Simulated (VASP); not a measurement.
# Pt (P6_3/mmc) in VASP: a series of runs

Pt is run at these levels: LDA; tasks: single point.

All numbers are computed with VASP 6.6.1; they aren't measurements. Logs are shortened: lines on timing, memory, paths and dates and some standing lists are left out, and cuts for length are marked.

## 1. The cell of the first run

It takes space group P6_3/mmc (No. 194, hexagonal). The conventional cell has a = 2.797 Å, b = 2.797 Å, c = 4.855 Å, α = 90.00°, β = 90.00°, γ = 120.00°. Within 3.7 Å of Pt (site symmetry -6m2) lie 12 Pt at 2.80 to 2.92 Å.

## 2. Single point, LDA

The input, INCAR:

```
SYSTEM = Pt
ALGO     = Normal         ! electronic algorithm
EDIFF    = 1E-6           ! SCF threshold, eV
ENCUT    = 520            ! plane-wave cutoff, eV
ISIF     = 2              ! what is computed and relaxed
ISMEAR   = -1             ! smearing method
LASPH    = .TRUE.         ! aspherical terms in the spheres
LCHARG   = .FALSE.        ! write CHGCAR
LREAL    = .FALSE.        ! projectors in reciprocal space
LWAVE    = .FALSE.        ! write WAVECAR
NBANDS   = 17             ! bands
NELM     = 100            ! most SCF steps
PREC     = Accurate       ! precision mode
SIGMA    = 0.1            ! smearing width, eV
```

The input, KPOINTS:

```
k-points
0
G
  12 12 6
  0 0 0
```

The input, POSCAR:

```
Pt
1.0
    2.7969947187      0.0000000000      0.0000000000
   -1.3984973594      2.4222685948      0.0000000000
    0.0000000000      0.0000000000      4.8551956265
Pt
2
Direct
    0.6666666667      0.3333333333      0.7500000000
    0.3333333333      0.6666666667      0.2500000000
```

Potentials or basis: VASP PAW LDA potentials, release 64 (Pt).

Command:

```sh
$ cat potpaw_LDA.64/Pt/POTCAR > POTCAR
$ mpirun -np 1 vasp_std > vasp.out
```

OUTCAR:

```text
SYSTEM = Pt
   EDIFF = 1E-6
   ENCUT = 520
   ISIF = 2
   ISMEAR = -1
   LASPH = .TRUE.
   LREAL = .FALSE.
   NELM = 100
   PREC = Accurate

 ion  position               nearest neighbor table
   1  0.667  0.333  0.750-   2 2.92   2 2.92   2 2.92   2 2.92   2 2.92   2 2.92
   2  0.333  0.667  0.250-   1 2.92   1 2.92   1 2.92   1 2.92   1 2.92   1 2.92

  LATTYP: Found a hexagonal cell.
 ALAT       =     2.7969947187
 C/A-ratio  =     1.7358615639

  Lattice vectors:

 A1 = (   2.7969947187,   0.0000000000,   0.0000000000)
 A2 = (  -1.3984973594,   2.4222685948,   0.0000000000)
 A3 = (   0.0000000000,   0.0000000000,   4.8551956265)

Analysis of symmetry for initial positions (statically):
=====================================================================
 Subroutine PRICEL returns:
 Original cell was already a primitive cell.

 Routine SETGRP: Setting up the symmetry group for a
 hexagonal supercell.

 Subroutine GETGRP returns: Found 24 space group operations
 (whereof 12 operations were pure point group operations)
 out of a pool of 24 trial point group operations.

The static configuration has the point symmetry D_3d.
 The point group associated with its full space group is D_6h.

Analysis of symmetry for dynamics (positions and initial velocities):
=====================================================================
 Subroutine PRICEL returns:
 Original cell was already a primitive cell.

 Routine SETGRP: Setting up the symmetry group for a
 hexagonal supercell.

 Subroutine GETGRP returns: Found 24 space group operations
 (whereof 12 operations were pure point group operations)
 out of a pool of 24 trial point group operations.

The dynamic configuration has the point symmetry D_3d.
 The point group associated with its full space group is D_6h.

 Subroutine INISYM returns: Found 24 space group operations
 (whereof 12 operations are pure point group operations),
 and found     1 'primitive' translations

----------------------------------------------------------------------------------------

                                     Primitive cell

  volume of cell :      32.8943

  direct lattice vectors                    reciprocal lattice vectors
     2.796994719  0.000000000  0.000000000     0.357526596  0.206418067  0.000000000
    -1.398497359  2.422268595  0.000000000     0.000000000  0.412836133  0.000000000
     0.000000000  0.000000000  4.855195626     0.000000000  0.000000000  0.205964924
[... 76 lines left out ...]
   ISTART =      0    job   : 0-new  1-cont  2-samecut
   ICHARG =      2    charge: 1-file 2-atom 10-const
   ISPIN  =      1    spin polarized calculation?
   LNONCOLLINEAR =      F non collinear calculations
   LSORBIT =      F    spin-orbit coupling
   LASPH  =      T    aspherical Exc in radial PAW
   ENCUT  =  520.0 eV  38.22 Ry    6.18 a.u.   5.20  5.20  9.03*2*pi/ulx,y,z
   NELM   =    100;   NELMIN=  2; NELMDL= -5     # of ELM steps
   EDIFF  = 0.1E-05   stopping-criterion for ELM
   LREAL  =      F    real-space projection
   EDIFFG = 0.1E-04   stopping-criterion for IOM
   NSW    =      0    number of steps for IOM
   IBRION =     -1    ionic relax: 0-MD 1-quasi-New 2-CG
   NFREE  =      0    steps in history (QN), initial steepest desc. (CG)
   ISIF   =      2    stress and relaxation
   ISYM   =      2    0-nonsym 1-usesym 2-fastsym
   POTIM  = 0.5000    time-step for ionic-motion
   TEBEG  =    0.0;   TEEND  =   0.0 temperature during run
   PSTRESS=    0.0 pullay stress
   NELECT =      20.0000    total number of electrons
   NUPDOWN=      -1.0000    fix difference up-down
   EMIN   =  10.00;   EMAX   =-10.00  energy-range for DOS
   EFERMI =   0.00;   METHOD = LEGACY
   ISMEAR =    -1;   SIGMA  =   0.10  broadening in eV -4-tet -1-fermi 0-gaus
   EFERMI_NEDOS =   21; number of points for ismear=-14 and -15
   IALGO  =     38    algorithm
   IMIX   =      4    mixing-type and parameters
     AMIX     =   0.40;   BMIX     =  1.00
     AMIX_MAG =   1.60;   BMIX_MAG =  1.00
  volume/ion in A,a.u.               =      16.45       110.99
  Fermi-wavevector in a.u.,A,eV,Ry     =   1.386898  2.620858 26.170627  1.923487
  Thomas-Fermi vector in A             =   2.511170
   LORBIT       =      0    0 simple, 1 ext, 2 COOP (PROOUT), +10 PAW based schemes
   GGA     = CA    functional components
   LHFCALC =     F    Hartree Fock is set to
   AEXX    =    0.0000 exact exchange contribution
   IVDW    =     0    specifies the selected vdW correction
   LEPSILON=     F    determine dielectric tensor
   LRPA    =     F    only Hartree local field effects (RPA)
 non-spin polarized calculation
  energy-cutoff  :      520.00
  volume of cell :       32.89
 maximum number of plane-waves:       897
 NGX is ok and might be reduce to    24
   NGX = 11   NGY = 11   NGZ = 19

 number of electron      19.9999996 magnetization

 Free energy of the ion-electron system (eV)
  ---------------------------------------------------
  ext. energy  EPLUGINS =         0.00000000
  ---------------------------------------------------
  free energy    TOTEN  =       -14.70142959 eV

  energy without entropy =      -14.57387832  energy(sigma->0) =      -14.63765395

 E-fermi :   9.5065     XC(G=0): -13.1847

 val. band max:        9.5047319607   @ k =   0.3333   0.0000   0.0000
 cond. band min:       9.5077271937   @ k =   0.5000   0.0000   0.0000
 fundamental gap:      0.0029952330
 Fermi energy:         9.5064977868

 k-point     1 :       0.0000    0.0000    0.0000
  band No.  band energies     occupation
      1       0.2115      2.00000
      2       2.8066      2.00000
      3       5.7895      2.00000
      4       6.2895      2.00000
      5       6.2895      2.00000
      6       6.6293      2.00000
[... 457 lines left out ...]
      4       5.4813      2.00000
      5       6.4477      2.00000
      6       6.9657      2.00000
[... 9 lines left out ...]
     16      23.6402      0.00000
     17      25.0728      0.00000

 [... further k-points ...]
[... 5 lines left out ...]
  --------------------------------------------------------------------------------------
  -------------------------------------------------------------------------------------
  Total       -4.6478349     -4.6478353     -4.5033939      0.0000000      0.0000000      0.0000000
  in kB     -226.3813230   -226.3813444   -219.3460601      0.0000000      0.0000000      0.0000000
  external PRESSURE =    -224.0362425 kB  Pullay stress =       0.0000000 kB

 VOLUME and BASIS-vectors are now :
 -----------------------------------------------------------------------------
  energy-cutoff  :      520.00
  volume of cell :       32.89
      direct lattice vectors                 reciprocal lattice vectors
     2.796994719  0.000000000  0.000000000     0.357526596  0.206418067  0.000000000
    -1.398497359  2.422268595  0.000000000     0.000000000  0.412836133  0.000000000
     0.000000000  0.000000000  4.855195626     0.000000000  0.000000000  0.205964924

 POSITION                                       TOTAL-FORCE (eV/Angst)
 -----------------------------------------------------------------------------------
      1.39850      0.80742      3.64140         0.000000     -0.000000      0.000000
     -0.00000      1.61485      1.21380        -0.000000      0.000000      0.000000
 -----------------------------------------------------------------------------------
    total drift:                               -0.000000      0.000000     -0.000000

  FREE ENERGIE OF THE ION-ELECTRON SYSTEM (eV)
  ---------------------------------------------------
  free  energy   TOTEN  =       -14.7014295918 eV

  energy  without entropy=      -14.5738783180  energy(sigma->0) =      -14.63765395
```

OSZICAR:

```text
N       E                     dE             d eps       ncg     rms          rms(c)
DAV:   1     0.983982215345E+02    0.98398E+02   -0.10336E+04  2584   0.113E+03
DAV:   2    -0.137518004876E+02   -0.11215E+03   -0.10661E+03  2797   0.241E+02
DAV:   3    -0.155860347400E+02   -0.18342E+01   -0.18063E+01  3226   0.305E+01
DAV:   4    -0.155955509769E+02   -0.95162E-02   -0.95148E-02  3067   0.230E+00
DAV:   5    -0.155956452224E+02   -0.94246E-04   -0.94244E-04  3194   0.239E-01    0.147E+01
DAV:   6    -0.147697332039E+02    0.82591E+00   -0.14375E+00  2712   0.104E+01    0.757E+00
DAV:   7    -0.147087838515E+02    0.60949E-01   -0.14447E-01  3140   0.323E+00    0.307E+00
DAV:   8    -0.147016829515E+02    0.71009E-02   -0.13874E-02  2824   0.974E-01    0.673E-01
DAV:   9    -0.147014274713E+02    0.25548E-03   -0.23673E-04  2969   0.135E-01    0.597E-02
DAV:  10    -0.147014291584E+02   -0.16871E-05   -0.46394E-06  3123   0.158E-02    0.503E-03
DAV:  11    -0.147014295918E+02   -0.43348E-06   -0.41204E-07  1589   0.509E-03
   1 F= -.14701430E+02 E0= -.14637654E+02  d E =-.127551E+00
```

Wall time 12 s (1 thread of Intel Xeon 6975P-C (Granite Rapids), shared host); peak memory 0.16 GiB.

What came out:

* Free energy: -14.7014 eV
* Pressure: -22.4 GPa
* Band gap on the k mesh: zero (band 10 reaches 9.96 eV, above the bottom of band 11 at 8.76 eV)

Stress tensor (GPa, compression positive):
```
-22.64   0.00   0.00
  0.00 -22.64   0.00
  0.00   0.00 -21.93
```

Levels at points of the mesh, in eV from the Fermi level:
```csv
k point,band 8,band 9,band 10,band 11,band 12,band 13
"(0.00, 0.00, 0.00)",-1.68,-1.68,-0.55,-0.20,-0.20,4.40
"(0.50, 0.00, 0.00)",0.00,0.27,0.45,2.19,3.59,7.04
"(0.00, 0.00, 0.50)",-3.21,-0.74,-0.74,-0.74,-0.74,11.61
"(0.50, 0.00, 0.50)",-0.78,0.37,0.37,1.71,1.71,6.14
```

Caveat: spin-orbit coupling is left out, which moves the levels of the heavy elements.

## 3. Single point, LDA

This run uses another cell than the first one, of 17.08 Å³/atom, 1.038 times its volume.

The input, INCAR:

```
ALGO = Normal
EDIFF = 1E-7
ENCUT = 520
GGA = CA
ISIF = 2
ISMEAR = -1
LASPH = True
LCHARG = True
LELF = True
LREAL = False
LVHAR = True
LWAVE = False
NBANDS = 17
NELM = 60
PREC = Accurate
SIGMA = 0.1
```

The input, KPOINTS:

```
k-points
0
Gamma
  12 12 6
```

The input, POSCAR:

```
Pt
1.0
    2.8324034741      0.0000000000      0.0000000000
   -1.4162017370      2.4529334779      0.0000000000
    0.0000000000      0.0000000000      4.9166603240
Pt
2
Direct
    0.6666666667      0.3333333333      0.7500000000
    0.3333333333      0.6666666667      0.2500000000
```

Potentials or basis: VASP PAW LDA potentials, release 64 (Pt).

Command:

```sh
$ cat potpaw_LDA.64/Pt/POTCAR > POTCAR
$ mpirun -np 1 vasp_std > vasp.out
```

Run time: 14 s. Hardware: 1 thread of Intel Xeon 6975P-C (Granite Rapids), shared host; peak memory 0.16 GiB.

It converged, with:

```yaml
Free_energy: -14.5023 eV
Pressure: -28.0 GPa
Band_gap_on_the_k_mesh: zero (band 10 reaches 9.27 eV, above the bottom of band 11 at 8.15 eV)
```

Stress tensor (GPa, compression positive):
```
-28.55   0.00   0.00
  0.00 -28.55   0.00
  0.00   0.00 -26.95
```

Levels at points of the mesh, in eV from the Fermi level:
| k point | band 6 | band 7 | band 8 | band 9 | band 10 | band 11 | band 12 | band 13 | band 14 | band 15 |
| --- | --- | --- | --- | --- | --- | --- | --- | --- | --- | --- |
| (0.00, 0.00, 0.00) | -2.71 | -2.71 | -1.58 | -1.58 | -0.39 | -0.19 | -0.19 | 4.17 | 15.21 | 15.63 |
| (0.50, 0.00, 0.00) | -2.59 | -2.24 | -0.01 | 0.24 | 0.41 | 2.13 | 3.46 | 6.86 | 8.45 | 8.77 |
| (0.00, 0.00, 0.50) | -3.02 | -3.02 | -3.02 | -0.70 | -0.70 | -0.70 | -0.70 | 11.34 | 11.34 | 15.53 |
| (0.50, 0.00, 0.50) | -1.57 | -0.70 | -0.70 | 0.34 | 0.34 | 1.74 | 1.74 | 5.87 | 5.87 | 13.73 |

Caveat: spin-orbit coupling is left out, which moves the levels of the heavy elements.
